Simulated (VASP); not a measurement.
# Al32H (a cell with a defect) in VASP: a series of runs

Al32H (a cell with a defect) is run at these levels: PBE; tasks: single point.

Everything below comes from runs of VASP 6.6.1. Logs are shortened: lines on timing, memory, paths and dates and some standing lists are left out, and cuts for length are marked.

## Step 1: The cell of the first run

The cell holds a defect, 33 atoms: a = 8.100 Å, b = 8.100 Å, c = 8.100 Å, α = 90.00°, β = 90.00°, γ = 90.00°.

## Step 2: Single point, PBE

INCAR reads:

```
PREC = Accurate
ENCUT = 520
EDIFF = 1E-7
ISMEAR = -1
SIGMA = 0.05
LREAL = Auto
LASPH = T
NELM = 100
ALGO = Normal
ISIF = 2
LWAVE = F
LCHARG = F
GGA = PE
NBANDS = 70
```

KPOINTS reads:

```
regular mesh
0
Gamma
  2 2 2
```

POSCAR reads:

```
Al32H
1.0
    8.0997000000      0.0000000000      0.0000000000
    0.0000000000      8.0997000000      0.0000000000
    0.0000000000      0.0000000000      8.0997000000
Al H
32 1
Direct
    0.5157474968     -0.0029877650     -0.0084817956
    0.7661641789      0.2382186995     -0.0036791486
    0.7519290838      0.0119387138      0.2587132857
    0.0120374829     -0.0221736608      0.0110868304
    0.2229712212      0.2478857242      0.0074200279
    0.4947096806      0.5059817030      0.0190007037
    0.7345951085      0.7408545996     -0.0289763818
    0.2579972098      0.0066792597      0.2467498796
    0.4855488475      0.2614911663      0.2461449189
    0.7406817536      0.4986974826      0.2575650950
    0.4958208329     -0.0016420361      0.5152783436
    0.7318542662      0.2326382459      0.5175500327
    0.7710902873     -0.0157907083      0.7427682507
   -0.0330135684      0.5111053496     -0.0179265899
    0.2508117585      0.7601886490      0.0037408793
   -0.0113090608      0.2542192921      0.2399101201
    0.2451201896      0.4956479870      0.2337617443
    0.4950183340      0.7772880477      0.2519352569
    0.0071607590      0.0057409534      0.4837463116
    0.2826030594      0.2720347667      0.5148709211
    0.4968702545      0.5108831191      0.4857834241
    0.7608183019      0.7479783202      0.4872649604
    0.2467375335     -0.0133585195      0.7562996160
    0.5222786029      0.2543674457      0.7825845402
    0.7390150252      0.5187723002      0.7372618739
    0.0029013420      0.7441880563      0.2580712866
    0.0034816104      0.4483252466      0.5205624900
    0.2636023556      0.7616454930      0.4912280702
    0.0026297270      0.2243416423      0.7602256874
    0.2462436880      0.5156857661      0.7501759324
    0.4905737250      0.7401879082      0.7451387088
    0.0096670247      0.7679543687      0.7348296851
   -0.0695704779      0.5333654333      0.7409039841
```

Potentials or basis: VASP PAW PBE potentials, release 64 (Al, H).

Launch:

```bash
> cat potpaw_PBE.64/Al/POTCAR potpaw_PBE.64/H/POTCAR > POTCAR
> mpirun -np 1 vasp_std > vasp.out
```

OUTCAR:

```text
PREC = Accurate
   ENCUT = 520
   EDIFF = 1E-7
   ISMEAR = -1
   LREAL = Auto
   LASPH = T
   NELM = 100
   ISIF = 2
   GGA = PE

 ion  position               nearest neighbor table
   1  0.516  0.997  0.992-  24 2.69   7 2.73  18 2.76   2 2.82  15 2.88  13 2.89  31 2.89   3 2.89
                            23 2.90   8 2.94   9 2.98   5 3.13
   2  0.766  0.238  0.996-  24 2.63  16 2.68  29 2.71  14 2.75   3 2.81   1 2.82   4 2.90  13 2.91
                            10 3.00   9 3.05   6 3.09  25 3.10
   3  0.752  0.012  0.259-  16 2.75  19 2.76  12 2.76   2 2.81  18 2.82  22 2.83   1 2.89   4 2.92
                            11 2.94   9 2.96  26 2.97   7 3.20
   4  0.012  0.978  0.011-  15 2.62  26 2.75   8 2.77   5 2.78  23 2.81  32 2.81  29 2.85   2 2.90
                            16 2.91  13 2.92   3 2.92   7 2.97
   5  0.223  0.248  0.007-  16 2.67  29 2.69  17 2.72   8 2.77   4 2.78   9 2.88  23 2.94  14 2.98
                            30 3.01  24 3.03   6 3.04   1 3.13
   6  0.495  0.506  0.019-  17 2.67   9 2.70   7 2.75  10 2.78  24 2.81  15 2.86  18 2.90  31 2.92
                            30 2.97  25 3.02   5 3.04   2 3.09
   7  0.735  0.741  0.971-  25 2.61  14 2.65  31 2.69  13 2.72   1 2.73   6 2.75  32 2.94   4 2.97
                            18 3.00  10 3.04  26 3.18   3 3.20
   8  0.258  0.007  0.247-  18 2.67   5 2.77   9 2.77   4 2.77  19 2.80  28 2.80  15 2.80  11 2.91
                             1 2.94  16 2.96  26 2.97  20 3.06
   9  0.486  0.261  0.246-   6 2.70  17 2.72  20 2.73   8 2.77  21 2.80  10 2.82   5 2.88   3 2.96
[... 32 lines left out ...]
                            12 2.92  32 2.98   6 3.02   2 3.10  29 3.21
  26  0.003  0.744  0.258-  22 2.70   4 2.75  19 2.80  17 2.82  28 2.84  15 2.88  10 2.91  14 2.94
                             8 2.97   3 2.97   7 3.18  27 3.20
  27  0.003  0.448  0.521-  33 2.00  29 2.66  20 2.67  30 2.76  16 2.77  12 2.81  25 2.83  10 3.04
                            17 3.06  32 3.12  22 3.13  26 3.20  28 3.31
  28  0.264  0.762  0.491-  11 2.69  18 2.70  31 2.76  21 2.77   8 2.80  23 2.82  26 2.84  32 2.85
                            19 2.87  30 2.90  17 3.00  27 3.31
  29  0.003  0.224  0.760-  27 2.66   5 2.69  13 2.71   2 2.71  23 2.76   4 2.85  19 2.86  12 2.95
                            14 2.95  20 3.04  30 3.08  25 3.21
  30  0.246  0.516  0.750-  31 2.69  20 2.76  27 2.76  32 2.80  15 2.85  28 2.90  14 2.94  21 2.95
                             6 2.97   5 3.01  29 3.08  24 3.09
  31  0.491  0.740  0.745-  30 2.69   7 2.69  25 2.70  28 2.76  11 2.80  21 2.80  23 2.81  15 2.86
                             1 2.89   6 2.92  13 3.01  22 3.03
  32  0.010  0.768  0.735-  33 2.01  13 2.61  23 2.62  19 2.80  30 2.80   4 2.81  22 2.85  28 2.85
                            14 2.91  15 2.93   7 2.94  25 2.98  27 3.12
  33  0.930  0.533  0.741-  25 1.56  14 1.98  27 2.00  32 2.01

  LATTYP: Found a simple cubic cell.
 ALAT       =     8.0997000000

  Lattice vectors:

 A1 = (   8.0997000000,   0.0000000000,   0.0000000000)
 A2 = (   0.0000000000,   8.0997000000,   0.0000000000)
 A3 = (   0.0000000000,   0.0000000000,   8.0997000000)

Analysis of symmetry for initial positions (statically):
=====================================================================
 Subroutine PRICEL returns:
 Original cell was already a primitive cell.

 Routine SETGRP: Setting up the symmetry group for a
 simple cubic supercell.

 Subroutine GETGRP returns: Found  1 space group operations
 (whereof  1 operations were pure point group operations)
 out of a pool of 48 trial point group operations.

The static configuration has the point symmetry C_1 .

Analysis of symmetry for dynamics (positions and initial velocities):
=====================================================================
 Subroutine PRICEL returns:
 Original cell was already a primitive cell.

 Routine SETGRP: Setting up the symmetry group for a
 simple cubic supercell.

 Subroutine GETGRP returns: Found  1 space group operations
 (whereof  1 operations were pure point group operations)
 out of a pool of 48 trial point group operations.

The dynamic configuration has the point symmetry C_1 .

 Subroutine INISYM returns: Found  1 space group operations
 (whereof  1 operations are pure point group operations),
 and found     1 'primitive' translations

----------------------------------------------------------------------------------------

                                     Primitive cell

  volume of cell :     531.3820

  direct lattice vectors                    reciprocal lattice vectors
     8.099700000  0.000000000  0.000000000     0.123461363  0.000000000  0.000000000
     0.000000000  8.099700000  0.000000000     0.000000000  0.123461363  0.000000000
     0.000000000  0.000000000  8.099700000     0.000000000  0.000000000  0.123461363

  length of vectors
     8.099700000  8.099700000  8.099700000     0.123461363  0.123461363  0.123461363
[... 85 lines left out ...]
     0.000000000  0.000000000  0.061730681     0.000000000  0.000000000  0.500000000

  Length of vectors
     0.061730681  0.061730681  0.061730681

  Shift w.r.t. Gamma in fractional coordinates (k-lattice)
     0.000000000  0.000000000  0.000000000

 Subroutine IBZKPT returns following result:
 ===========================================

 Found      8 irreducible k-points:

 Following reciprocal coordinates:
            Coordinates               Weight
  0.000000  0.000000  0.000000      1.000000
  0.500000  0.000000  0.000000      1.000000
  0.000000  0.500000  0.000000      1.000000
  0.000000  0.000000  0.500000      1.000000
  0.500000  0.500000  0.000000      1.000000
  0.000000  0.500000  0.500000      1.000000
  0.500000  0.000000  0.500000      1.000000
  0.500000  0.500000  0.500000      1.000000
   k-points           NKPTS =      8   k-points in BZ     NKDIM =      8   number of bands    NBANDS=     70
   number of dos      NEDOS =    301   number of ions     NIONS =     33
   total plane-waves  NPLWV = 216000
   dimension x,y,z NGX =    60 NGY =   60 NGZ =   60
   dimension x,y,z NGXF=   120 NGYF=  120 NGZF=  120
   ions per type =              32   1
   NGX,Y,Z   is equivalent  to a cutoff of  12.31, 12.31, 12.31 a.u.
   NGXF,Y,Z  is equivalent  to a cutoff of  24.63, 24.63, 24.63 a.u.
 SYSTEM =  unknown system
   PREC   = accura    normal or accurate (medium, high low for compatibility)
   ISTART =      0    job   : 0-new  1-cont  2-samecut
   ICHARG =      2    charge: 1-file 2-atom 10-const
   ISPIN  =      1    spin polarized calculation?
   LNONCOLLINEAR =      F non collinear calculations
   LSORBIT =      F    spin-orbit coupling
   LASPH  =      T    aspherical Exc in radial PAW
   ENCUT  =  520.0 eV  38.22 Ry    6.18 a.u.  15.06 15.06 15.06*2*pi/ulx,y,z
   NELM   =    100;   NELMIN=  2; NELMDL= -5     # of ELM steps
   EDIFF  = 0.1E-06   stopping-criterion for ELM
   LREAL  =      T    real-space projection
   EDIFFG = 0.1E-05   stopping-criterion for IOM
   NSW    =      0    number of steps for IOM
   IBRION =     -1    ionic relax: 0-MD 1-quasi-New 2-CG
   NFREE  =      0    steps in history (QN), initial steepest desc. (CG)
   ISIF   =      2    stress and relaxation
   ISYM   =      2    0-nonsym 1-usesym 2-fastsym
   POTIM  = 0.5000    time-step for ionic-motion
   TEBEG  =    0.0;   TEEND  =   0.0 temperature during run
   PSTRESS=    0.0 pullay stress
   NELECT =      97.0000    total number of electrons
   NUPDOWN=      -1.0000    fix difference up-down
   EMIN   =  10.00;   EMAX   =-10.00  energy-range for DOS
   EFERMI =   0.00;   METHOD = LEGACY
   ISMEAR =    -1;   SIGMA  =   0.05  broadening in eV -4-tet -1-fermi 0-gaus
   EFERMI_NEDOS =   21; number of points for ismear=-14 and -15
   IALGO  =     38    algorithm
   IMIX   =      4    mixing-type and parameters
     AMIX     =   0.40;   BMIX     =  1.00
     AMIX_MAG =   1.60;   BMIX_MAG =  1.00
  volume/ion in A,a.u.               =      16.10       108.66
  Fermi-wavevector in a.u.,A,eV,Ry     =   0.928674  1.754939 11.734138  0.862435
  Thomas-Fermi vector in A             =   2.054875
   LORBIT       =      0    0 simple, 1 ext, 2 COOP (PROOUT), +10 PAW based schemes
   GGA     = PE    functional components
   LHFCALC =     F    Hartree Fock is set to
   AEXX    =    0.0000 exact exchange contribution
   IVDW    =     0    specifies the selected vdW correction
   LEPSILON=     F    determine dielectric tensor
   LRPA    =     F    only Hartree local field effects (RPA)
 non-spin polarized calculation
  energy-cutoff  :      520.00
  volume of cell :      531.38
 maximum number of plane-waves:     14400
   NGX = 31   NGY = 31   NGZ = 31

 number of electron      96.9999999 magnetization

 Free energy of the ion-electron system (eV)
  ---------------------------------------------------
  ext. energy  EPLUGINS =         0.00000000
  ---------------------------------------------------
  free energy    TOTEN  =      -120.38638261 eV

  energy without entropy =     -120.23545904  energy(sigma->0) =     -120.31092083

 E-fermi :   7.6129     XC(G=0): -10.1827

 val. band max:        7.6084765125   @ k =   0.0000   0.5000   0.0000
 cond. band min:       7.6360501550   @ k =   0.5000   0.0000   0.0000
 fundamental gap:      0.0275736425
 Fermi energy:         7.6128586086

 k-point     1 :       0.0000    0.0000    0.0000
  band No.  band energies     occupation
      1      -3.3724      2.00000
      2      -1.9027      2.00000
      3      -1.1086      2.00000
      4      -1.0676      2.00000
      5      -0.9534      2.00000
      6      -0.8775      2.00000
[... 493 lines left out ...]
     59      11.0705      0.00000
     60      11.0990      0.00000
 [bands above 60 left out]

------------------------ aborting loop because EDIFF is reached ----------------------------------------

  FORCE on cell =-STRESS in cart. coord.  units (eV):
  Direction    XX          YY          ZZ          XY          YZ          ZX
  --------------------------------------------------------------------------------------
  -------------------------------------------------------------------------------------
  Total       11.7695206      7.3082172      6.7767745      0.4910210     -0.8747220      0.2822459
  in kB       35.4864500     22.0351103     20.4327497      1.4804844     -2.6373867      0.8510037
  external PRESSURE =      25.9847700 kB  Pullay stress =       0.0000000 kB

 VOLUME and BASIS-vectors are now :
 -----------------------------------------------------------------------------
  energy-cutoff  :      520.00
  volume of cell :      531.38
      direct lattice vectors                 reciprocal lattice vectors
     8.099700000  0.000000000  0.000000000     0.123461363  0.000000000  0.000000000
     0.000000000  8.099700000  0.000000000     0.000000000  0.123461363  0.000000000
     0.000000000  0.000000000  8.099700000     0.000000000  0.000000000  0.123461363

 POSITION                                       TOTAL-FORCE (eV/Angst)
 -----------------------------------------------------------------------------------
      4.17740      8.07550      8.03100        -0.323021      0.096566      0.080897
      6.20570      1.92950      8.06990        -0.206336      0.090447      0.243792
      6.09040      0.09670      2.09550        -0.307546     -0.310764     -0.298329
      0.09750      7.92010      0.08980        -0.745872      0.342316     -0.094733
      1.80600      2.00780      0.06010         0.715418      0.140159     -0.448560
      4.00700      4.09830      0.15390         0.023106     -0.009950     -0.560419
[... 25 lines left out ...]
      0.07830      6.22020      5.95190         0.035291     -0.603598      0.019517
      7.53620      4.32010      6.00110         1.897246      0.017945     -0.079376
 -----------------------------------------------------------------------------------
    total drift:                               -0.023326      0.008490     -0.002232

  FREE ENERGIE OF THE ION-ELECTRON SYSTEM (eV)
  ---------------------------------------------------
  free  energy   TOTEN  =      -120.3863826132 eV

  energy  without entropy=     -120.2354590401  energy(sigma->0) =     -120.31092083
```

Wall time 7.8 min (1 thread of AMD EPYC 7R43 (Zen 3), shared host); peak memory 0.51 GiB.

What came out:

* Free energy: -120.3864 eV
* Pressure: 2.6 GPa
* Largest force: 2.352 eV/Å

Forces in eV/Å, atoms in the order of the input:
```
Al  -0.323  0.097  0.081
Al  -0.206  0.090  0.244
Al  -0.308 -0.311 -0.298
Al  -0.746  0.342 -0.095
Al   0.715  0.140 -0.449
Al   0.023 -0.010 -0.560
Al   0.152  0.595  1.044
Al  -0.085  0.211  0.227
Al   0.460 -0.532 -0.001
Al   0.486 -0.040 -0.179
Al   0.235  0.117 -0.002
Al   0.319  0.541 -0.307
Al  -0.643  0.192  0.135
Al   0.854 -0.245  0.537
Al   0.269 -0.533 -0.020
Al   0.201  0.162  0.498
Al  -0.526  0.352  0.520
Al   0.498 -0.434 -0.225
Al   0.167  0.173  0.220
Al  -0.406 -0.883  0.084
Al   0.191  0.231  0.262
Al  -0.235  0.172  0.072
Al   0.590  0.804 -0.151
Al  -0.899  0.088 -0.522
Al  -2.150 -0.909 -0.283
Al  -0.033 -0.300 -0.187
Al  -0.293  0.812 -0.793
Al  -0.629 -0.357  0.028
Al   0.099  0.032 -0.142
Al   0.163 -0.395  0.300
Al   0.127  0.384  0.021
Al   0.035 -0.604  0.020
H    1.897  0.018 -0.079
```

Caveat: the k points lie up to 0.39 Å⁻¹ apart.

(Part 1 of 4 ends here.)
